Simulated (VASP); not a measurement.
# Hf2C in VASP: a series of runs

The runs below take Hf2C through single point, with PBE.

Program: VASP 6.6.1. These are calculated values, not measurements. Logs are shortened: lines on timing, memory, paths and dates and some standing lists are left out, and cuts for length are marked.

**1. The cell of the first run**

The structure is orthorhombic, space group Pnnm (No. 58). Conventional cell: a = 5.413 Å, b = 5.435 Å, c = 3.359 Å, α = 90.00°, β = 90.00°, γ = 90.00°. Within 3.4 Å of Hf (site symmetry m) lie 3 C at 2.28 to 2.29 Å and 11 Hf at 3.11 to 3.36 Å. C (site symmetry 2/m) has 6 Hf at 2.28 to 2.29 Å within 3.0 Å.

**2. Single point, PBE**

INCAR reads:

```
SYSTEM = Hf2C
PREC = Accurate
ENCUT = 520
EDIFF = 1E-7
ISMEAR = 0
SIGMA = 0.1
LREAL = .False.
LASPH = .True.
NELM = 60
ALGO = Normal
ISIF = 2
LWAVE = .False.
LCHARG = .True.
GGA = PE
LELF = .True.
LVHAR = .True.
NBANDS = 33
```

KPOINTS reads:

```
Automatic mesh
0
Gamma
  4 4 6
  0 0 0
```

POSCAR reads:

```
Hf2C
1.0
    5.4353031897      0.0000000000      0.0000000000
    0.0000000000      5.4128163882      0.0000000000
    0.0000000000      0.0000000000      3.3586036875
Hf C
4 2
Direct
    0.2012196734      0.7962034157      0.5000000000
    0.7012196734      0.7037965843      0.0000000000
    0.7987803266      0.2037965843      0.5000000000
    0.2987803266      0.2962034157      0.0000000000
    0.5000000000      0.5000000000      0.5000000000
    0.0000000000      0.0000000000      0.0000000000
```

Potentials or basis: VASP PAW PBE potentials, release 64 (Hf_pv, C).

Command:

```bash
cat potpaw_PBE.64/Hf_pv/POTCAR potpaw_PBE.64/C/POTCAR > POTCAR
mpirun -np 1 vasp_std > vasp.out
```

OUTCAR:

```text
SYSTEM = Hf2C
   PREC = Accurate
   ENCUT = 520
   EDIFF = 1E-7
   ISMEAR = 0
   LREAL = .False.
   LASPH = .True.
   NELM = 60
   ISIF = 2
   GGA = PE

 ion  position               nearest neighbor table
   1  0.201  0.796  0.500-   5 2.28   6 2.29   6 2.29   3 3.11   4 3.23   4 3.23   4 3.23   4 3.23
                             2 3.23   2 3.23   2 3.23   2 3.23
   2  0.701  0.704  0.000-   6 2.28   5 2.29   5 2.29   4 3.11   3 3.23   3 3.23   3 3.23   3 3.23
                             1 3.23   1 3.23   1 3.23   1 3.23
   3  0.799  0.204  0.500-   5 2.28   6 2.29   6 2.29   1 3.11   2 3.23   2 3.23   2 3.23   2 3.23
                             4 3.23   4 3.23   4 3.23   4 3.23
   4  0.299  0.296  0.000-   6 2.28   5 2.29   5 2.29   2 3.11   1 3.23   1 3.23   1 3.23   1 3.23
                             3 3.23   3 3.23   3 3.23   3 3.23
   5  0.500  0.500  0.500-   1 2.28   3 2.28   2 2.29   4 2.29   2 2.29   4 2.29
   6  0.000  0.000  0.000-   2 2.28   4 2.28   3 2.29   1 2.29   1 2.29   3 2.29

  LATTYP: Found a simple orthorhombic cell.
 ALAT       =     3.3586036875
 B/A-ratio  =     1.6116270009
 C/A-ratio  =     1.6183222837

  Lattice vectors:

 A1 = (   0.0000000000,   0.0000000000,  -3.3586036875)
 A2 = (   0.0000000000,   5.4128163882,   0.0000000000)
 A3 = (   5.4353031897,   0.0000000000,   0.0000000000)

Analysis of symmetry for initial positions (statically):
=====================================================================
 Subroutine PRICEL returns:
 Original cell was already a primitive cell.

 Routine SETGRP: Setting up the symmetry group for a
 simple orthorhombic supercell.

 Subroutine GETGRP returns: Found  8 space group operations
 (whereof  4 operations were pure point group operations)
 out of a pool of  8 trial point group operations.

The static configuration has the point symmetry C_2h.
 The point group associated with its full space group is D_2h.

Analysis of symmetry for dynamics (positions and initial velocities):
=====================================================================
 Subroutine PRICEL returns:
 Original cell was already a primitive cell.

 Routine SETGRP: Setting up the symmetry group for a
 simple orthorhombic supercell.

 Subroutine GETGRP returns: Found  8 space group operations
 (whereof  4 operations were pure point group operations)
 out of a pool of  8 trial point group operations.

The dynamic configuration has the point symmetry C_2h.
 The point group associated with its full space group is D_2h.

 Subroutine INISYM returns: Found  8 space group operations
 (whereof  4 operations are pure point group operations),
 and found     1 'primitive' translations

----------------------------------------------------------------------------------------

                                     Primitive cell

  volume of cell :      98.8111

  direct lattice vectors                    reciprocal lattice vectors
     5.435303190  0.000000000  0.000000000     0.183982377  0.000000000  0.000000000
     0.000000000  5.412816388  0.000000000     0.000000000  0.184746706  0.000000000
     0.000000000  0.000000000  3.358603688     0.000000000  0.000000000  0.297742780

  length of vectors
     5.435303190  5.412816388  3.358603688     0.183982377  0.184746706  0.297742780

  position of ions in fractional coordinates (direct lattice)
     0.201219673  0.796203416  0.500000000
     0.701219673  0.703796584  0.000000000
     0.798780327  0.203796584  0.500000000
     0.298780327  0.296203416  0.000000000
     0.500000000  0.500000000  0.500000000
     0.000000000  0.000000000  0.000000000

  ion indices of the primitive-cell ions
   primitive index   ion index
                 1           1
                 2           2
                 3           3
                 4           4
                 5           5
                 6           6

----------------------------------------------------------------------------------------

 KPOINTS: Automatic mesh

Automatic generation of k-mesh.
 Grid dimensions read from file:
 generate k-points for:    4    4    6

 Generating k-lattice:

  Cartesian coordinates                     Fractional coordinates (reciprocal lattice)
     0.045995594  0.000000000  0.000000000     0.250000000  0.000000000  0.000000000
     0.000000000  0.046186677  0.000000000     0.000000000  0.250000000  0.000000000
     0.000000000  0.000000000  0.049623797     0.000000000  0.000000000  0.166666667

  Length of vectors
     0.045995594  0.046186677  0.049623797

  Shift w.r.t. Gamma in fractional coordinates (k-lattice)
     0.000000000  0.000000000  0.000000000

 Subroutine IBZKPT returns following result:
 ===========================================

 Found     36 irreducible k-points:

 Following reciprocal coordinates:
            Coordinates               Weight
  0.000000  0.000000  0.000000      1.000000
  0.250000  0.000000  0.000000      2.000000
  0.500000  0.000000  0.000000      1.000000
  0.000000  0.250000  0.000000      2.000000
  0.250000  0.250000  0.000000      4.000000
  0.500000  0.250000  0.000000      2.000000
[... 16 lines left out ...]
  0.250000  0.250000  0.333333      8.000000
  0.500000  0.250000  0.333333      4.000000
 [... further k-points ...]
   k-points           NKPTS =     36   k-points in BZ     NKDIM =     36   number of bands    NBANDS=     33
   number of dos      NEDOS =    301   number of ions     NIONS =      6
   total plane-waves  NPLWV =  44800
   dimension x,y,z NGX =    40 NGY =   40 NGZ =   28
   dimension x,y,z NGXF=    80 NGYF=   80 NGZF=   56
   ions per type =               4   2
   NGX,Y,Z   is equivalent  to a cutoff of  12.23, 12.29, 13.86 a.u.
   NGXF,Y,Z  is equivalent  to a cutoff of  24.47, 24.57, 27.72 a.u.
 SYSTEM =  Hf2C
   PREC   = accura    normal or accurate (medium, high low for compatibility)
   ISTART =      0    job   : 0-new  1-cont  2-samecut
   ICHARG =      2    charge: 1-file 2-atom 10-const
   ISPIN  =      1    spin polarized calculation?
   LNONCOLLINEAR =      F non collinear calculations
   LSORBIT =      F    spin-orbit coupling
   LASPH  =      T    aspherical Exc in radial PAW
   ENCUT  =  520.0 eV  38.22 Ry    6.18 a.u.  10.11 10.06  6.24*2*pi/ulx,y,z
   NELM   =     60;   NELMIN=  2; NELMDL= -5     # of ELM steps
   EDIFF  = 0.1E-06   stopping-criterion for ELM
   LREAL  =      F    real-space projection
   EDIFFG = 0.1E-05   stopping-criterion for IOM
   NSW    =      0    number of steps for IOM
   IBRION =     -1    ionic relax: 0-MD 1-quasi-New 2-CG
   NFREE  =      0    steps in history (QN), initial steepest desc. (CG)
   ISIF   =      2    stress and relaxation
   ISYM   =      2    0-nonsym 1-usesym 2-fastsym
   POTIM  = 0.5000    time-step for ionic-motion
   TEBEG  =    0.0;   TEEND  =   0.0 temperature during run
   PSTRESS=    0.0 pullay stress
   NELECT =      48.0000    total number of electrons
   NUPDOWN=      -1.0000    fix difference up-down
   EMIN   =  10.00;   EMAX   =-10.00  energy-range for DOS
   EFERMI =   0.00;   METHOD = LEGACY
   ISMEAR =     0;   SIGMA  =   0.10  broadening in eV -4-tet -1-fermi 0-gaus
   EFERMI_NEDOS =   21; number of points for ismear=-14 and -15
   IALGO  =     38    algorithm
   IMIX   =      4    mixing-type and parameters
     AMIX     =   0.40;   BMIX     =  1.00
     AMIX_MAG =   1.60;   BMIX_MAG =  1.00
  volume/ion in A,a.u.               =      16.47       111.14
  Fermi-wavevector in a.u.,A,eV,Ry     =   1.286925  2.431936 22.533648  1.656176
  Thomas-Fermi vector in A             =   2.418970
   LORBIT       =      0    0 simple, 1 ext, 2 COOP (PROOUT), +10 PAW based schemes
   GGA     = PE    functional components
   LHFCALC =     F    Hartree Fock is set to
   AEXX    =    0.0000 exact exchange contribution
   IVDW    =     0    specifies the selected vdW correction
   LEPSILON=     F    determine dielectric tensor
   LRPA    =     F    only Hartree local field effects (RPA)
 non-spin polarized calculation
 Gauss-broadening in eV      SIGMA  =   0.10
  energy-cutoff  :      520.00
  volume of cell :       98.81
 maximum number of plane-waves:      2684
   NGX = 21   NGY = 21   NGZ = 13

 number of electron      48.0000003 magnetization

 Free energy of the ion-electron system (eV)
  ---------------------------------------------------
  ext. energy  EPLUGINS =         0.00000000
  ---------------------------------------------------
  free energy    TOTEN  =       -61.90840485 eV

  energy without entropy =      -61.90152372  energy(sigma->0) =      -61.90496428

 E-fermi :   4.9550     XC(G=0): -11.5870

 val. band max:        4.9406987136   @ k =   0.0000   0.0000   0.0000
 cond. band min:       5.0672948439   @ k =   0.2500   0.2500   0.3333
 fundamental gap:      0.1265961303
 Fermi energy:         4.9549950383

 k-point     1 :       0.0000    0.0000    0.0000
  band No.  band energies     occupation
      1     -25.5465      2.00000
      2     -25.4194      2.00000
      3     -25.2849      2.00000
      4     -25.2839      2.00000
      5     -25.1104      2.00000
      6     -24.9246      2.00000
[... 25 lines left out ...]
     32       9.0946      0.00000
     33       9.1492      0.00000

 k-point     2 :       0.2500    0.0000    0.0000
  band No.  band energies     occupation
      1     -25.5038      2.00000
      2     -25.3700      2.00000
      3     -25.3311      2.00000
      4     -25.2056      2.00000
      5     -25.0849      2.00000
      6     -24.9829      2.00000
[... 25 lines left out ...]
     32       8.8140      0.00000
     33       9.5143      0.00000
[... 754 lines left out ...]
     32       9.3581      0.00000
     33       9.7648      0.00000

 k-point    24 :       0.5000    0.2500    0.3333
  band No.  band energies     occupation
      1     -25.4001      2.00000
      2     -25.4001      2.00000
      3     -25.3185      2.00000
      4     -25.3185      2.00000
      5     -25.1385      2.00000
      6     -25.1385      2.00000
[... 25 lines left out ...]
     32       9.2209      0.00000
     33      10.2141      0.00000

 [... further k-points ...]

------------------------ aborting loop because EDIFF is reached ----------------------------------------

  FORCE on cell =-STRESS in cart. coord.  units (eV):
  Direction    XX          YY          ZZ          XY          YZ          ZX
  --------------------------------------------------------------------------------------
  -------------------------------------------------------------------------------------
  Total       -0.4448742     -0.1381322     -0.2452970     -0.0000000      0.0000000      0.0000000
  in kB       -7.2134322     -2.2397513     -3.9773792     -0.0000000      0.0000000      0.0000000
  external PRESSURE =      -4.4768542 kB  Pullay stress =       0.0000000 kB

 VOLUME and BASIS-vectors are now :
 -----------------------------------------------------------------------------
  energy-cutoff  :      520.00
  volume of cell :       98.81
      direct lattice vectors                 reciprocal lattice vectors
     5.435303190  0.000000000  0.000000000     0.183982377  0.000000000  0.000000000
     0.000000000  5.412816388  0.000000000     0.000000000  0.184746706  0.000000000
     0.000000000  0.000000000  3.358603688     0.000000000  0.000000000  0.297742780

 POSITION                                       TOTAL-FORCE (eV/Angst)
 -----------------------------------------------------------------------------------
      1.09369      4.30970      1.67930         0.001876      0.007163      0.000000
      3.81134      3.80952      0.00000         0.001876     -0.007163      0.000000
      4.34161      1.10311      1.67930        -0.001876     -0.007163      0.000000
      1.62396      1.60329      0.00000        -0.001876      0.007163      0.000000
      2.71765      2.70641      1.67930         0.000000      0.000000      0.000000
      0.00000      0.00000      0.00000         0.000000      0.000000      0.000000
 -----------------------------------------------------------------------------------
    total drift:                               -0.000000      0.000000      0.000000

  FREE ENERGIE OF THE ION-ELECTRON SYSTEM (eV)
  ---------------------------------------------------
  free  energy   TOTEN  =       -61.9084048480 eV

  energy  without entropy=      -61.9015237181  energy(sigma->0) =      -61.90496428
```

Wall time 78 s (1 thread of AMD EPYC 9R45 (Zen 5), shared host); peak memory 0.22 GiB.

What came out:

| Item | Value |
| --- | --- |
| Free energy | -61.9084 eV |
| Pressure | -0.4 GPa |
| Largest force | 0.007 eV/Å |
| Band gap on the k mesh | zero (bands 24 and 25 overlap by 1.99 eV) |

Forces in eV/Å, atoms in the order of the input:
```
Hf   0.002  0.007  0.000
Hf   0.002 -0.007  0.000
Hf  -0.002 -0.007  0.000
Hf  -0.002  0.007  0.000
C    0.000  0.000  0.000
C    0.000  0.000  0.000
```

Stress tensor (GPa, compression positive):
```
-0.72  0.00  0.00
 0.00 -0.22  0.00
 0.00  0.00 -0.40
```

Caveat: spin-orbit coupling is left out, which moves the levels of the heavy elements.

**3. Single point, PBE**

INCAR reads:

```
SYSTEM = Hf2C
  PREC = Accurate
  ENCUT = 520
  EDIFF = 1E-7
  ISMEAR = 0
  SIGMA = 0.1
  LREAL = .False.
  LASPH = .True.
  NELM = 100
  ALGO = Normal
  ISIF = 2
  LWAVE = .False.
  LCHARG = .False.
  GGA = PE
  NBANDS = 33
```

KPOINTS reads:

```
Automatic mesh
0
Gamma
  8 8 12
  0 0 0
```

POSCAR reads:

```
Hf2C
1.0
    5.4257739646      0.0000000000      0.0000000000
    0.0000000000      5.4257739646      0.0000000000
    0.0000000000      0.0000000000      3.3592309738
Hf C
4 2
Direct
    0.2025120680      0.7974879320      0.5000000000
    0.7025120680      0.7025120680      0.0000000000
    0.7974879320      0.2025120680      0.5000000000
    0.2974879320      0.2974879320      0.0000000000
    0.5000000000      0.5000000000      0.5000000000
    0.0000000000      0.0000000000      0.0000000000
```

Potentials or basis: VASP PAW PBE potentials, release 64 (Hf_pv, C).

Command:

```bash
cat potpaw_PBE.64/Hf_pv/POTCAR potpaw_PBE.64/C/POTCAR > POTCAR
mpirun -np 1 vasp_std > vasp.out
```

It took 3.5 min on 1 thread of AMD EPYC 9R45 (Zen 5), shared host; peak memory 0.36 GiB.

Results (log left out):

```
Free energy            : -61.8959 eV
Pressure               : -0.6 GPa
Largest force          : 0.010 eV/Å
Band gap on the k mesh : zero (bands 24 and 25 overlap by 2.07 eV)
```

Forces on the atoms (eV/Å):
```
Hf  -0.007  0.007  0.000
Hf  -0.007 -0.007  0.000
Hf   0.007 -0.007  0.000
Hf   0.007  0.007  0.000
C    0.000  0.000  0.000
C    0.000  0.000  0.000
```

Levels at points of the mesh, in eV from the Fermi level:
| k point | band 21 | band 22 | band 23 | band 24 | band 25 | band 26 | band 27 | band 28 |
| --- | --- | --- | --- | --- | --- | --- | --- | --- |
| (0.00, 0.00, 0.00) | -1.32 | -0.95 | -0.01 | 1.33 | 1.43 | 2.08 | 2.08 | 2.23 |
| (0.50, 0.00, 0.00) | -1.55 | -1.55 | -0.23 | -0.23 | 2.13 | 2.13 | 2.36 | 2.36 |
| (0.50, 0.50, 0.00) | -0.95 | -0.95 | -0.61 | -0.61 | 1.95 | 1.95 | 2.20 | 2.20 |
| (0.00, 0.00, 0.50) | -0.78 | -0.78 | -0.78 | -0.78 | -0.67 | -0.67 | 2.94 | 2.94 |
| (0.50, 0.00, 0.50) | -1.35 | -1.35 | -0.71 | -0.71 | -0.20 | -0.20 | 2.85 | 2.85 |
| (0.50, 0.50, 0.50) | -0.42 | -0.42 | -0.19 | -0.19 | -0.11 | -0.11 | 1.87 | 1.87 |

Caveat: spin-orbit coupling is left out, which moves the levels of the heavy elements.
